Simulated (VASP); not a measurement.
# Mo (P6_3/mmc) in VASP: further runs

The runs below take Mo through single point, relaxation of cell and atoms, with PBE.

Program: VASP 6.6.1. These are calculated values, not measurements. Logs are shortened: lines on timing, memory, paths and dates and some standing lists are left out, and cuts for length are marked.

**1. The cell of the first run**

Symmetry: P6_3/mmc, No. 194, hexagonal system. Conventional cell: a = 2.516 Å, b = 2.516 Å, c = 3.942 Å, α = 90.00°, β = 90.00°, γ = 120.00°. Mo (site symmetry -6m2) has 12 Mo at 2.45 to 2.52 Å within 3.2 Å.

This isn't the form of Mo at room conditions, which is bcc.

**2. Single point, PBE**

The input, INCAR:

```
SYSTEM = Mo
PREC     = Accurate       ! precision mode
ENCUT    = 520            ! plane-wave cutoff, eV
EDIFF    = 1E-6           ! SCF threshold, eV
ISMEAR   = -1             ! smearing method
SIGMA    = 0.05           ! smearing width, eV
LREAL    = .FALSE.        ! projectors in reciprocal space
LASPH    = .TRUE.         ! aspherical terms in the spheres
NELM     = 60             ! most SCF steps
ALGO     = Normal         ! electronic algorithm
ISIF     = 2              ! what is computed and relaxed
LWAVE    = .FALSE.        ! write WAVECAR
LCHARG   = .TRUE.         ! write CHGCAR
GGA      = PE             ! functional
LELF     = .TRUE.         ! ELF
LVHAR    = .TRUE.       
NBANDS   = 21             ! bands
```

The input, KPOINTS:

```
Automatic mesh
0
G
  18 18 10
  0 0 0
```

The input, POSCAR:

```
Mo
1.0
    2.5162201796      0.0000000000      0.0000000000
   -1.2581100898      2.1791105970      0.0000000000
    0.0000000000      0.0000000000      3.9422985262
Mo
2
Direct
    0.3333333333      0.6666666667      0.2500000000
    0.6666666667      0.3333333333      0.7500000000
```

Potentials or basis: VASP PAW PBE potentials, release 64 (Mo_sv).

Run with:

```sh
cat potpaw_PBE.64/Mo_sv/POTCAR > POTCAR
mpirun -np 1 vasp_std > vasp.out
```

OUTCAR:

```text
SYSTEM = Mo
   PREC = Accurate
   ENCUT = 520
   EDIFF = 1E-6
   ISMEAR = -1
   LREAL = .FALSE.
   LASPH = .TRUE.
   NELM = 60
   ISIF = 2
   GGA = PE

 ion  position               nearest neighbor table
   1  0.333  0.667  0.250-   2 2.45   2 2.45   2 2.45   2 2.45   2 2.45   2 2.45
   2  0.667  0.333  0.750-   1 2.45   1 2.45   1 2.45   1 2.45   1 2.45   1 2.45

  LATTYP: Found a hexagonal cell.
 ALAT       =     2.5162201796
 C/A-ratio  =     1.5667541967

  Lattice vectors:

 A1 = (   2.5162201796,   0.0000000000,   0.0000000000)
 A2 = (  -1.2581100898,   2.1791105970,   0.0000000000)
 A3 = (   0.0000000000,   0.0000000000,   3.9422985262)

Analysis of symmetry for initial positions (statically):
=====================================================================
 Subroutine PRICEL returns:
 Original cell was already a primitive cell.

 Routine SETGRP: Setting up the symmetry group for a
 hexagonal supercell.

 Subroutine GETGRP returns: Found 24 space group operations
 (whereof 12 operations were pure point group operations)
 out of a pool of 24 trial point group operations.

The static configuration has the point symmetry D_3d.
 The point group associated with its full space group is D_6h.

Analysis of symmetry for dynamics (positions and initial velocities):
=====================================================================
 Subroutine PRICEL returns:
 Original cell was already a primitive cell.

 Routine SETGRP: Setting up the symmetry group for a
 hexagonal supercell.

 Subroutine GETGRP returns: Found 24 space group operations
 (whereof 12 operations were pure point group operations)
 out of a pool of 24 trial point group operations.

The dynamic configuration has the point symmetry D_3d.
 The point group associated with its full space group is D_6h.

 Subroutine INISYM returns: Found 24 space group operations
 (whereof 12 operations are pure point group operations),
 and found     1 'primitive' translations

----------------------------------------------------------------------------------------

                                     Primitive cell

  volume of cell :      21.6161

  direct lattice vectors                    reciprocal lattice vectors
     2.516220180  0.000000000  0.000000000     0.397421501  0.229451410  0.000000000
    -1.258110090  2.179110597  0.000000000     0.000000000  0.458902821  0.000000000
     0.000000000  0.000000000  3.942298526     0.000000000  0.000000000  0.253659126

  length of vectors
     2.516220180  2.516220180  3.942298526     0.458902821  0.458902821  0.253659126

  position of ions in fractional coordinates (direct lattice)
     0.333333333  0.666666667  0.250000000
     0.666666667  0.333333333  0.750000000

  ion indices of the primitive-cell ions
   primitive index   ion index
                 1           1
                 2           2

----------------------------------------------------------------------------------------

 KPOINTS: Automatic mesh

Automatic generation of k-mesh.
 Grid dimensions read from file:
 generate k-points for:   18   18   10

 Generating k-lattice:

  Cartesian coordinates                     Fractional coordinates (reciprocal lattice)
     0.022078972  0.012747301  0.000000000     0.055555556  0.000000000  0.000000000
     0.000000000  0.025494601  0.000000000     0.000000000  0.055555556  0.000000000
     0.000000000  0.000000000  0.025365913     0.000000000  0.000000000  0.100000000

  Length of vectors
     0.025494601  0.025494601  0.025365913

  Shift w.r.t. Gamma in fractional coordinates (k-lattice)
     0.000000000  0.000000000  0.000000000

 Subroutine IBZKPT returns following result:
 ===========================================

 Found    222 irreducible k-points:

 Following reciprocal coordinates:
            Coordinates               Weight
  0.000000  0.000000  0.000000      1.000000
  0.055556  0.000000  0.000000      6.000000
  0.111111  0.000000  0.000000      6.000000
  0.166667 -0.000000  0.000000      6.000000
  0.222222  0.000000  0.000000      6.000000
  0.277778  0.000000  0.000000      6.000000
[... 16 lines left out ...]
  0.333333  0.111111  0.000000     12.000000
  0.388889  0.111111  0.000000     12.000000
 [... further k-points ...]
   k-points           NKPTS =    222   k-points in BZ     NKDIM =    222   number of bands    NBANDS=     21
   number of dos      NEDOS =    301   number of ions     NIONS =      2
   total plane-waves  NPLWV =  12000
   dimension x,y,z NGX =    20 NGY =   20 NGZ =   30
   dimension x,y,z NGXF=    40 NGYF=   40 NGZF=   60
   ions per type =               2
   NGX,Y,Z   is equivalent  to a cutoff of  13.21, 13.21, 12.65 a.u.
   NGXF,Y,Z  is equivalent  to a cutoff of  26.43, 26.43, 25.30 a.u.
 SYSTEM =  Mo
   PREC   = accura    normal or accurate (medium, high low for compatibility)
   ISTART =      0    job   : 0-new  1-cont  2-samecut
   ICHARG =      2    charge: 1-file 2-atom 10-const
   ISPIN  =      1    spin polarized calculation?
   LNONCOLLINEAR =      F non collinear calculations
   LSORBIT =      F    spin-orbit coupling
   LASPH  =      T    aspherical Exc in radial PAW
   ENCUT  =  520.0 eV  38.22 Ry    6.18 a.u.   4.68  4.68  7.33*2*pi/ulx,y,z
   NELM   =     60;   NELMIN=  2; NELMDL= -5     # of ELM steps
   EDIFF  = 0.1E-05   stopping-criterion for ELM
   LREAL  =      F    real-space projection
   EDIFFG = 0.1E-04   stopping-criterion for IOM
   NSW    =      0    number of steps for IOM
   IBRION =     -1    ionic relax: 0-MD 1-quasi-New 2-CG
   NFREE  =      0    steps in history (QN), initial steepest desc. (CG)
   ISIF   =      2    stress and relaxation
   ISYM   =      2    0-nonsym 1-usesym 2-fastsym
   POTIM  = 0.5000    time-step for ionic-motion
   TEBEG  =    0.0;   TEEND  =   0.0 temperature during run
   PSTRESS=    0.0 pullay stress
   NELECT =      28.0000    total number of electrons
   NUPDOWN=      -1.0000    fix difference up-down
   EMIN   =  10.00;   EMAX   =-10.00  energy-range for DOS
   EFERMI =   0.00;   METHOD = LEGACY
   ISMEAR =    -1;   SIGMA  =   0.05  broadening in eV -4-tet -1-fermi 0-gaus
   EFERMI_NEDOS =   21; number of points for ismear=-14 and -15
   IALGO  =     38    algorithm
   IMIX   =      4    mixing-type and parameters
     AMIX     =   0.40;   BMIX     =  1.00
     AMIX_MAG =   1.60;   BMIX_MAG =  1.00
  volume/ion in A,a.u.               =      10.81        72.94
  Fermi-wavevector in a.u.,A,eV,Ry     =   1.784576  3.372360 43.330628  3.184711
  Thomas-Fermi vector in A             =   2.848534
   LORBIT       =      0    0 simple, 1 ext, 2 COOP (PROOUT), +10 PAW based schemes
   GGA     = PE    functional components
[... 5 lines left out ...]
 non-spin polarized calculation
  energy-cutoff  :      520.00
  volume of cell :       21.62
 maximum number of plane-waves:       597
 NGX is ok and might be reduce to    20
   NGX =  9   NGY =  9   NGZ = 15

 number of electron      28.0000004 magnetization

 Free energy of the ion-electron system (eV)
  ---------------------------------------------------
  ext. energy  EPLUGINS =         0.00000000
  ---------------------------------------------------
  free energy    TOTEN  =       -16.15989760 eV

  energy without entropy =      -16.14675835  energy(sigma->0) =      -16.15332798

 E-fermi :  19.0736     XC(G=0): -15.5706

 val. band max:       19.0718689885   @ k =   0.3889   0.0000   0.0000
 cond. band min:      19.0786793182   @ k =   0.2778   0.0000   0.5000
 fundamental gap:      0.0068103297
 Fermi energy:        19.0736470477

 k-point     1 :       0.0000    0.0000    0.0000
  band No.  band energies     occupation
      1     -42.2770      2.00000
      2     -41.1193      2.00000
      3     -18.2037      2.00000
      4     -14.6466      2.00000
      5     -14.6466      2.00000
      6     -14.0188      2.00000
[... 13 lines left out ...]
     20      24.1023      0.00000
     21      32.1448      0.00000

 k-point     2 :       0.0556    0.0000    0.0000
  band No.  band energies     occupation
      1     -42.2534      2.00000
      2     -41.1095      2.00000
      3     -18.1662      2.00000
      4     -14.7453      2.00000
      5     -14.6794      2.00000
      6     -14.1153      2.00000
[... 13 lines left out ...]
     20      25.7586      0.00000
     21      32.5591      0.00000

 k-point     3 :       0.1111    0.0000    0.0000
  band No.  band energies     occupation
      1     -42.1846      2.00000
      2     -41.0821      2.00000
      3     -18.0555      2.00000
      4     -15.0257      2.00000
      5     -14.7708      2.00000
      6     -14.3874      2.00000
[... 13 lines left out ...]
     20      27.7535      0.00000
     21      33.7281      0.00000

 k-point     4 :       0.1667   -0.0000    0.0000
  band No.  band energies     occupation
      1     -42.0759      2.00000
      2     -41.0417      2.00000
      3     -17.8768      2.00000
      4     -15.4457      2.00000
      5     -14.9033      2.00000
      6     -14.7889      2.00000
[... 13 lines left out ...]
     20      29.7695      0.00000
     21      35.4247      0.00000

 k-point     5 :       0.2222    0.0000    0.0000
  band No.  band energies     occupation
      1     -41.9359      2.00000
      2     -40.9959      2.00000
      3     -17.6389      2.00000
      4     -15.9459      2.00000
      5     -15.2598      2.00000
      6     -15.0568      2.00000
[... 13 lines left out ...]
     20      31.7295      0.00000
     21      35.8034      0.00000

 k-point     6 :       0.2778    0.0000    0.0000
  band No.  band energies     occupation
      1     -41.7767      2.00000
      2     -40.9539      2.00000
      3     -17.3553      2.00000
      4     -16.4612      2.00000
      5     -15.7391      2.00000
      6     -15.2117      2.00000
[... 13 lines left out ...]
     20      33.5416      0.00000
     21      34.7273      0.00000

 k-point     7 :       0.3333    0.0000    0.0000
  band No.  band energies     occupation
      1     -41.6132      2.00000
      2     -40.9248      2.00000
      3     -17.0454      2.00000
      4     -16.9307      2.00000
      5     -16.1728      2.00000
      6     -15.3509      2.00000
[... 13 lines left out ...]
     20      33.7063      0.00000
     21      34.6174      0.00000
[... 291 lines left out ...]
      1     -41.8792      2.00000
      2     -40.9793      2.00000
      3     -17.5400      2.00000
      4     -15.9617      2.00000
      5     -15.6811      2.00000
      6     -14.9365      2.00000
[... 13 lines left out ...]
     20      32.6062      0.00000
     21      35.8088      0.00000

 k-point    21 :       0.2222    0.1111    0.0000
  band No.  band energies     occupation
      1     -41.7259      2.00000
      2     -40.9425      2.00000
      3     -17.2621      2.00000
      4     -16.4304      2.00000
      5     -16.0121      2.00000
      6     -15.1839      2.00000
[... 13 lines left out ...]
     20      34.3691      0.00000
     21      35.2872      0.00000

 k-point    22 :       0.2778    0.1111    0.0000
  band No.  band energies     occupation
      1     -41.5682      2.00000
      2     -40.9185      2.00000
      3     -16.9571      2.00000
      4     -16.8724      2.00000
      5     -16.2984      2.00000
      6     -15.4187      2.00000
[... 13 lines left out ...]
     20      34.5711      0.00000
     21      34.8283      0.00000

 k-point    23 :       0.3333    0.1111    0.0000
  band No.  band energies     occupation
      1     -41.4232      2.00000
      2     -40.9131      2.00000
      3     -17.2264      2.00000
      4     -16.6531      2.00000
      5     -16.5268      2.00000
      6     -15.6056      2.00000
[... 13 lines left out ...]
     20      33.8943      0.00000
     21      34.2348      0.00000

 k-point    24 :       0.3889    0.1111    0.0000
  band No.  band energies     occupation
      1     -41.3131      2.00000
      2     -40.9239      2.00000
      3     -17.4538      2.00000
      4     -16.6754      2.00000
      5     -16.4007      2.00000
      6     -15.7242      2.00000
[... 13 lines left out ...]
     20      32.5441      0.00000
     21      33.4763      0.00000

 [... further k-points ...]

------------------------ aborting loop because EDIFF is reached ----------------------------------------

  FORCE on cell =-STRESS in cart. coord.  units (eV):
  Direction    XX          YY          ZZ          XY          YZ          ZX
  --------------------------------------------------------------------------------------
  -------------------------------------------------------------------------------------
  Total       27.3785257     27.3785257     27.4376734      0.0000000      0.0000000      0.0000000
  in kB     2029.2858116   2029.2858115   2033.6698176      0.0000000      0.0000000      0.0000000
  external PRESSURE =    2030.7471469 kB  Pullay stress =       0.0000000 kB

 VOLUME and BASIS-vectors are now :
 -----------------------------------------------------------------------------
  energy-cutoff  :      520.00
  volume of cell :       21.62
      direct lattice vectors                 reciprocal lattice vectors
     2.516220180  0.000000000  0.000000000     0.397421501  0.229451410  0.000000000
    -1.258110090  2.179110597  0.000000000     0.000000000  0.458902821  0.000000000
     0.000000000  0.000000000  3.942298526     0.000000000  0.000000000  0.253659126

 POSITION                                       TOTAL-FORCE (eV/Angst)
 -----------------------------------------------------------------------------------
     -0.00000      1.45274      0.98557         0.000000      0.000000      0.000000
      1.25811      0.72637      2.95672        -0.000000     -0.000000      0.000000
 -----------------------------------------------------------------------------------
    total drift:                               -0.000000      0.000000     -0.000000

  FREE ENERGIE OF THE ION-ELECTRON SYSTEM (eV)
  ---------------------------------------------------
  free  energy   TOTEN  =       -16.1598976007 eV

  energy  without entropy=      -16.1467583528  energy(sigma->0) =      -16.15332798
```

Wall time 63 s (1 thread of Intel Xeon Platinum 8259CL at 2.50GHz (Skylake/Cascade Lake), shared host); peak memory 0.19 GiB.

What came out:

```
Free energy            : -16.1599 eV
Pressure               : 203.1 GPa
Band gap on the k mesh : zero (bands 14 and 15 overlap by 3.86 eV)
```

Caveat: the cell stands under pressure.

**3. Relaxation of cell and atoms, PBE, target pressure 200 GPa, at which the enthalpy is minimised**

This run uses another cell than the first one, of 10.88 Å³/atom.

The input, INCAR:

```
SYSTEM = Mo
PREC = Accurate ; ENCUT = 600
EDIFF = 1E-6 ; ISMEAR = -1
SIGMA = 0.05 ; LREAL = .False.
LASPH = .True. ; NELM = 80
ALGO = Normal ; ISIF = 3
LWAVE = .False. ; LCHARG = .False.
GGA = PE ; IBRION = 2
NSW = 60 ; EDIFFG = -0.005
PSTRESS = 2000.0
```

The input, KPOINTS:

```
Automatic mesh
0
Gamma
  18 18 10
  0 0 0
```

The input, POSCAR:

```
Mo
1.0
    2.4936806794      0.0000000000      0.0000000000
   -1.2468403397      2.1595908173      0.0000000000
    0.0000000000      0.0000000000      4.0397627007
Mo
2
Direct
    0.3333333333      0.6666666667      0.2500000000
    0.6666666667      0.3333333333      0.7500000000
```

Potentials or basis: VASP PAW PBE potentials, release 64 (Mo_sv).

Run with:

```sh
cat potpaw_PBE.64/Mo_sv/POTCAR > POTCAR
mpirun -np 1 vasp_std > vasp.out
```

Wall time 4.6 min (1 thread of Intel Xeon Platinum 8259CL at 2.50GHz (Skylake/Cascade Lake), shared host); peak memory 0.21 GiB.

The run converged. Its results:

* Free energy: -16.2506 eV
* Relaxed volume: 10.84 Å³/atom
* Relaxed cell: a = 2.518 Å, b = 2.518 Å, c = 3.949 Å, α = 90.00°, β = 90.00°, γ = 120.00°
* Space group after relaxing (to 0.1 Å): P6_3/mmc (No. 194)
* Energy change on relaxing (the run minimises the enthalpy): +34.5 meV/atom
* Ionic steps: 10
* Pressure after relaxing: 200.0 GPa
* Band gap on the k mesh: zero (bands 14 and 15 overlap by 3.85 eV)

Stress tensor (GPa, compression positive):
```
199.93   0.00   0.00
  0.00 199.93   0.00
  0.00   0.00 200.02
```

Step by step:
| step | energy change (eV) | largest force (eV/Å) | pressure (GPa) | volume (Å³) |
| --- | --- | --- | --- | --- |
| 1 | 0.0000 | 0.0000 | 197.38 | 21.76 |
| 2 | 0.7185 | 0.0000 | 221.54 | 21.19 |
| 3 | 0.2357 | 0.0000 | 205.21 | 21.56 |
| 4 | 0.1331 | 0.0000 | 201.96 | 21.64 |
| 5 | 0.1003 | 0.0000 | 201.00 | 21.66 |
| 6 | 0.0978 | 0.0000 | 200.96 | 21.67 |
| 7 | 0.0926 | 0.0000 | 200.84 | 21.67 |
| 8 | 0.0953 | 0.0000 | 200.84 | 21.67 |
| 9 | 0.0434 | 0.0000 | 199.09 | 21.71 |
| 10 | 0.0690 | 0.0000 | 199.96 | 21.69 |

Final structure:
```yaml
crystal:
  lattice:
    - [2.51828, 0.00000, 0.00000]
    - [-1.25914, 2.18090, 0.00000]
    - [0.00000, 0.00000, 3.94897]
  atoms:
    - { symbol: Mo, position: [0.33333, 0.66667, 0.25000] }
    - { symbol: Mo, position: [0.66667, 0.33333, 0.75000] }
```

Levels at points of the mesh, in eV from the Fermi level:
```
           k point  band 12  band 13  band 14  band 15  band 16  band 17
(0.00, 0.00, 0.00)    -1.88    -1.24    -0.46    -0.46     0.41     0.41
(0.50, 0.00, 0.00)    -2.58    -0.16     0.53     0.71     5.92     6.83
(0.00, 0.00, 0.50)    -2.12    -2.12    -2.12    -0.95    -0.95     4.28
(0.50, 0.00, 0.50)    -5.08     0.98     0.98     3.66     3.66     6.45
```

Caveat: the cell is relaxed towards a set pressure, so the run minimises the enthalpy, not the energy.

(Continued in part 2 of 2.)
